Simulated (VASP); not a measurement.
# CoBi (rocksalt type) (Fm-3m) in VASP: a series of runs

CoBi (rocksalt type) is run at these levels: PBE; tasks: single point.

All numbers are computed with VASP 6.6.1; they aren't measurements. Logs are shortened: lines on timing, memory, paths and dates and some standing lists are left out, and cuts for length are marked.

### 1 The cell of the first run

Symmetry: Fm-3m, No. 225, cubic system. Conventional cell: a = 5.401 Å, b = 5.401 Å, c = 5.401 Å, α = 90.00°, β = 90.00°, γ = 90.00°. Co (site symmetry m-3m) has 6 Bi at 2.70 Å within 3.6 Å. Within 3.6 Å of Bi (site symmetry m-3m) lie 6 Co at 2.70 Å.

### 2 Single point, PBE, collinear spin, ferromagnetic start

File INCAR:

```
SYSTEM = CoBi
ALGO = Normal
EDIFF = 1E-6
ENCUT = 520
GGA = PE
ISIF = 2
ISMEAR = -1
ISPIN = 2
LASPH = .True.
LCHARG = .False.
LMAXMIX = 4
LORBIT = 11
LREAL = .False.
LWAVE = .False.
MAGMOM = 2 0
NBANDS = 23
NELM = 150
PREC = Accurate
SIGMA = 0.05
```

File KPOINTS:

```
k-points
0
Gamma
  13 13 13
  0 0 0
```

File POSCAR:

```
CoBi
1.0
    0.0000000000      2.7003338995      2.7003338995
    2.7003338995      0.0000000000      2.7003338995
    2.7003338995      2.7003338995      0.0000000000
Co Bi
1 1
Direct
    0.0000000000      0.0000000000      0.0000000000
    0.5000000000      0.5000000000      0.5000000000
```

Potentials or basis: VASP PAW PBE potentials, release 64 (Co, Bi_d).

On the command line:

```console
$ cat potpaw_PBE.64/Co/POTCAR potpaw_PBE.64/Bi_d/POTCAR > POTCAR
$ mpirun -np 1 vasp_std > vasp.out
```

OUTCAR:

```text
SYSTEM = CoBi
   EDIFF = 1E-6
   ENCUT = 520
   GGA = PE
   ISIF = 2
   ISMEAR = -1
   ISPIN = 2
   LASPH = .True.
   LORBIT = 11
   LREAL = .False.
   NELM = 150
   PREC = Accurate

 ion  position               nearest neighbor table
   1  0.000  0.000  0.000-   2 2.70   2 2.70   2 2.70   2 2.70   2 2.70   2 2.70
   2  0.500  0.500  0.500-   1 2.70   1 2.70   1 2.70   1 2.70   1 2.70   1 2.70

  LATTYP: Found a face centered cubic cell.
 ALAT       =     5.4006677990

  Lattice vectors:

 A1 = (   0.0000000000,   2.7003338995,   2.7003338995)
 A2 = (   2.7003338995,   0.0000000000,   2.7003338995)
 A3 = (   2.7003338995,   2.7003338995,   0.0000000000)

Analysis of symmetry for initial positions (statically):
=====================================================================
 Subroutine PRICEL returns:
 Original cell was already a primitive cell.

 Routine SETGRP: Setting up the symmetry group for a
 face centered cubic supercell.

 Subroutine GETGRP returns: Found 48 space group operations
 (whereof 48 operations were pure point group operations)
 out of a pool of 48 trial point group operations.

The static configuration has the point symmetry O_h .

Analysis of symmetry for dynamics (positions and initial velocities):
=====================================================================
 Subroutine PRICEL returns:
 Original cell was already a primitive cell.

 Routine SETGRP: Setting up the symmetry group for a
 face centered cubic supercell.

 Subroutine GETGRP returns: Found 48 space group operations
 (whereof 48 operations were pure point group operations)
 out of a pool of 48 trial point group operations.

The dynamic configuration has the point symmetry O_h .

Analysis of structural, dynamic, and magnetic symmetry:
=====================================================================
 Subroutine PRICEL returns:
 Original cell was already a primitive cell.

 Routine SETGRP: Setting up the symmetry group for a
 face centered cubic supercell.

 Subroutine GETGRP returns: Found 48 space group operations
 (whereof 48 operations were pure point group operations)
 out of a pool of 48 trial point group operations.

The overall configuration has the point symmetry O_h .

 Subroutine INISYM returns: Found 48 space group operations
 (whereof 48 operations are pure point group operations),
 and found     1 'primitive' translations

----------------------------------------------------------------------------------------

                                     Primitive cell

  volume of cell :      39.3806

  direct lattice vectors                    reciprocal lattice vectors
     0.000000000  2.700333899  2.700333899    -0.185162287  0.185162287  0.185162287
     2.700333899  0.000000000  2.700333899     0.185162287 -0.185162287  0.185162287
     2.700333899  2.700333899  0.000000000     0.185162287  0.185162287 -0.185162287

  length of vectors
     3.818848824  3.818848824  3.818848824     0.320710488  0.320710488  0.320710488

  position of ions in fractional coordinates (direct lattice)
     0.000000000  0.000000000  0.000000000
     0.500000000  0.500000000  0.500000000

  ion indices of the primitive-cell ions
   primitive index   ion index
                 1           1
                 2           2

----------------------------------------------------------------------------------------

 KPOINTS: k-points

Automatic generation of k-mesh.
 Grid dimensions read from file:
 generate k-points for:   13   13   13

 Generating k-lattice:

  Cartesian coordinates                     Fractional coordinates (reciprocal lattice)
    -0.014243253  0.014243253  0.014243253     0.076923077  0.000000000  0.000000000
     0.014243253 -0.014243253  0.014243253     0.000000000  0.076923077  0.000000000
     0.014243253  0.014243253 -0.014243253     0.000000000  0.000000000  0.076923077

  Length of vectors
     0.024670038  0.024670038  0.024670038

  Shift w.r.t. Gamma in fractional coordinates (k-lattice)
     0.000000000  0.000000000  0.000000000

 Subroutine IBZKPT returns following result:
 ===========================================

 Found     84 irreducible k-points:

 Following reciprocal coordinates:
            Coordinates               Weight
  0.000000  0.000000  0.000000      1.000000
  0.076923  0.000000  0.000000      8.000000
  0.153846  0.000000  0.000000      8.000000
  0.230769  0.000000  0.000000      8.000000
  0.307692  0.000000  0.000000      8.000000
  0.384615  0.000000  0.000000      8.000000
[... 16 lines left out ...]
  0.384615  0.153846  0.000000     24.000000
  0.461538  0.153846  0.000000     24.000000
 [... further k-points ...]
   k-points           NKPTS =     84   k-points in BZ     NKDIM =     84   number of bands    NBANDS=     23
   number of dos      NEDOS =    301   number of ions     NIONS =      2
   total plane-waves  NPLWV =  21952
   dimension x,y,z NGX =    28 NGY =   28 NGZ =   28
   dimension x,y,z NGXF=    56 NGYF=   56 NGZF=   56
   ions per type =               1   1
   NGX,Y,Z   is equivalent  to a cutoff of  12.19, 12.19, 12.19 a.u.
   NGXF,Y,Z  is equivalent  to a cutoff of  24.38, 24.38, 24.38 a.u.
 SYSTEM =  CoBi
   PREC   = accura    normal or accurate (medium, high low for compatibility)
   ISTART =      0    job   : 0-new  1-cont  2-samecut
   ICHARG =      2    charge: 1-file 2-atom 10-const
   ISPIN  =      2    spin polarized calculation?
   LNONCOLLINEAR =      F non collinear calculations
   LSORBIT =      F    spin-orbit coupling
   LASPH  =      T    aspherical Exc in radial PAW
   ENCUT  =  520.0 eV  38.22 Ry    6.18 a.u.   7.10  7.10  7.10*2*pi/ulx,y,z
   NELM   =    150;   NELMIN=  2; NELMDL= -5     # of ELM steps
   EDIFF  = 0.1E-05   stopping-criterion for ELM
   LREAL  =      F    real-space projection
   EDIFFG = 0.1E-04   stopping-criterion for IOM
   NSW    =      0    number of steps for IOM
   IBRION =     -1    ionic relax: 0-MD 1-quasi-New 2-CG
   NFREE  =      0    steps in history (QN), initial steepest desc. (CG)
   ISIF   =      2    stress and relaxation
   ISYM   =      2    0-nonsym 1-usesym 2-fastsym
   POTIM  = 0.5000    time-step for ionic-motion
   TEBEG  =    0.0;   TEEND  =   0.0 temperature during run
   PSTRESS=    0.0 pullay stress
   NELECT =      24.0000    total number of electrons
   NUPDOWN=      -1.0000    fix difference up-down
   EMIN   =  10.00;   EMAX   =-10.00  energy-range for DOS
   EFERMI =   0.00;   METHOD = LEGACY
   ISMEAR =    -1;   SIGMA  =   0.05  broadening in eV -4-tet -1-fermi 0-gaus
   EFERMI_NEDOS =   21; number of points for ismear=-14 and -15
   IALGO  =     38    algorithm
   IMIX   =      4    mixing-type and parameters
     AMIX     =   0.40;   BMIX     =  1.00
     AMIX_MAG =   1.60;   BMIX_MAG =  1.00
  volume/ion in A,a.u.               =      19.69       132.88
  Fermi-wavevector in a.u.,A,eV,Ry     =   1.387984  2.622909 26.211616  1.926499
  Thomas-Fermi vector in A             =   2.512153
   LORBIT       =     11    0 simple, 1 ext, 2 COOP (PROOUT), +10 PAW based schemes
   GGA     = PE    functional components
   LHFCALC =     F    Hartree Fock is set to
   AEXX    =    0.0000 exact exchange contribution
   IVDW    =     0    specifies the selected vdW correction
   LEPSILON=     F    determine dielectric tensor
   LRPA    =     F    only Hartree local field effects (RPA)
 spin polarized calculation
  energy-cutoff  :      520.00
  volume of cell :       39.38
 maximum number of plane-waves:      1075
   NGX = 15   NGY = 15   NGZ = 15

 number of electron      23.9999990 magnetization       0.5426485

 Free energy of the ion-electron system (eV)
  ---------------------------------------------------
  ext. energy  EPLUGINS =         0.00000000
  ---------------------------------------------------
  free energy    TOTEN  =        -9.84789951 eV

  energy without entropy =       -9.83161706  energy(sigma->0) =       -9.83975828

 E-fermi :   8.9536     XC(G=0): -11.4379

 val. band max:        8.9363813149   @ k =  -0.4615   0.3846   0.0769
 cond. band min:       8.9625968818   @ k =  -0.2308   0.3846   0.1538
 fundamental gap:      0.0262155669
 Fermi energy:         8.9535682204

 spin component 1

 k-point     1 :       0.0000    0.0000    0.0000
  band No.  band energies     occupation
      1     -13.6637      1.00000
      2     -13.6637      1.00000
      3     -13.6298      1.00000
      4     -13.6298      1.00000
      5     -13.6298      1.00000
      6      -4.0891      1.00000
[... 15 lines left out ...]
     22      19.2344      0.00000
     23      23.4411      0.00000
[... 575 lines left out ...]
      1     -13.6706      1.00000
      2     -13.6538      1.00000
      3     -13.6185      1.00000
      4     -13.5812      1.00000
      5     -13.5677      1.00000
      6      -1.9864      1.00000
[... 15 lines left out ...]
     22      25.4509      0.00000
     23      26.0925      0.00000

 [... further k-points ...]

 spin component 2

 k-point     1 :       0.0000    0.0000    0.0000
  band No.  band energies     occupation
      1     -13.6670      1.00000
      2     -13.6670      1.00000
      3     -13.6345      1.00000
      4     -13.6345      1.00000
      5     -13.6345      1.00000
      6      -4.1103      1.00000
[... 15 lines left out ...]
     22      19.2897      0.00000
     23      23.5432      0.00000
[... 575 lines left out ...]
      1     -13.6744      1.00000
      2     -13.6574      1.00000
      3     -13.6231      1.00000
      4     -13.5856      1.00000
      5     -13.5719      1.00000
      6      -2.0139      1.00000
[... 15 lines left out ...]
     22      25.4601      0.00000
     23      26.1240      0.00000

 [... further k-points ...]

------------------------ aborting loop because EDIFF is reached ----------------------------------------

  FORCE on cell =-STRESS in cart. coord.  units (eV):
  Direction    XX          YY          ZZ          XY          YZ          ZX
  --------------------------------------------------------------------------------------
  -------------------------------------------------------------------------------------
  Total       -0.0219712     -0.0219712     -0.0219712     -0.0000000      0.0000000     -0.0000000
  in kB       -0.8938850     -0.8938850     -0.8938850     -0.0000000      0.0000000     -0.0000000
  external PRESSURE =      -0.8938850 kB  Pullay stress =       0.0000000 kB

 VOLUME and BASIS-vectors are now :
 -----------------------------------------------------------------------------
  energy-cutoff  :      520.00
  volume of cell :       39.38
      direct lattice vectors                 reciprocal lattice vectors
     0.000000000  2.700333899  2.700333899    -0.185162287  0.185162287  0.185162287
     2.700333899  0.000000000  2.700333899     0.185162287 -0.185162287  0.185162287
     2.700333899  2.700333899  0.000000000     0.185162287  0.185162287 -0.185162287

 POSITION                                       TOTAL-FORCE (eV/Angst)
 -----------------------------------------------------------------------------------
      0.00000      0.00000      0.00000        -0.000000      0.000000     -0.000000
      2.70033      2.70033      2.70033         0.000000     -0.000000      0.000000
 -----------------------------------------------------------------------------------
    total drift:                                0.000000      0.000000      0.000000

  FREE ENERGIE OF THE ION-ELECTRON SYSTEM (eV)
  ---------------------------------------------------
  free  energy   TOTEN  =        -9.8478995119 eV

  energy  without entropy=       -9.8316170561  energy(sigma->0) =       -9.83975828

 total charge

# of ion       s       p       d       tot
------------------------------------------
    1        0.398   0.282   7.485   8.165
    2        1.459   1.487   9.948  12.894
--------------------------------------------------
tot          1.857   1.769  17.433  21.058

 magnetization (x)

# of ion       s       p       d       tot
------------------------------------------
    1        0.024   0.002   0.563   0.589
    2        0.010  -0.047   0.006  -0.031
--------------------------------------------------
tot          0.034  -0.045   0.569   0.558
```

Run time: 4 min. Hardware: 1 thread of Intel Xeon 8259CL, shared host; peak memory 0.26 GiB.

Results:

* Free energy: -9.8479 eV
* Pressure: -0.1 GPa
* Net moment: 0.54 μB per cell
* Site moments: Co +0.59; Bi -0.03 μB
* Valence electrons inside the program's atomic spheres: Co 8.16; Bi 12.89

Caveat: spin-orbit coupling is left out, which moves the levels of the heavy elements.

### 3 Single point, PBE, collinear spin, ferromagnetic start (20.18 Å³/atom)

This run uses another cell than the first one, of 20.18 Å³/atom.

File INCAR:

```
ALGO = Normal ; EDIFF = 1E-6
ENCUT = 520 ; GGA = PE
ISIF = 2 ; ISMEAR = -1
ISPIN = 2 ; LASPH = True
LCHARG = True ; LELF = True
LMAXMIX = 4 ; LORBIT = 11
LREAL = False ; LVHAR = True
LWAVE = False ; MAGMOM = 2 0
NBANDS = 23 ; NELM = 150
PREC = Accurate ; SIGMA = 0.05
```

File KPOINTS:

```
k-points
0
Gamma
  13 13 13
```

File POSCAR:

```
CoBi
1.0
    0.0000000000      2.7226517207      2.7226517207
    2.7226517207      0.0000000000      2.7226517207
    2.7226517207      2.7226517207      0.0000000000
Co Bi
1 1
Direct
    0.0000000000      0.0000000000      0.0000000000
    0.5000000000      0.5000000000      0.5000000000
```

Potentials or basis: VASP PAW PBE potentials, release 64 (Co, Bi_d).

On the command line:

```console
$ cat potpaw_PBE.64/Co/POTCAR potpaw_PBE.64/Bi_d/POTCAR > POTCAR
$ mpirun -np 1 vasp_std > vasp.out
```

Wall time 4.5 min (1 thread of Intel Xeon 8259CL, shared host); peak memory 0.27 GiB.

It converged, with:

- Free energy: -9.8417 eV
- Pressure: -2.0 GPa
- Net moment: 0.61 μB per cell
- Site moments: Co +0.66; Bi -0.04 μB
- Valence electrons inside the program's atomic spheres: Co 8.13; Bi 12.87

Levels at points of the mesh, in eV from the Fermi level:
Spin up:
| k point | band 9 | band 10 | band 11 | band 12 | band 13 | band 14 | band 15 | band 16 |
| --- | --- | --- | --- | --- | --- | --- | --- | --- |
| (0.00, 0.00, 0.00) | -1.22 | -1.22 | -1.22 | 2.44 | 2.44 | 2.44 | 5.10 | 8.34 |
Spin down:
| k point | band 8 | band 9 | band 10 | band 11 | band 12 | band 13 | band 14 | band 15 | band 16 | band 17 |
| --- | --- | --- | --- | --- | --- | --- | --- | --- | --- | --- |
| (0.00, 0.00, 0.00) | -0.80 | -0.80 | -0.46 | -0.46 | 2.43 | 2.43 | 2.43 | 5.19 | 8.27 | 9.99 |

Caveat: spin-orbit coupling is left out, which moves the levels of the heavy elements.
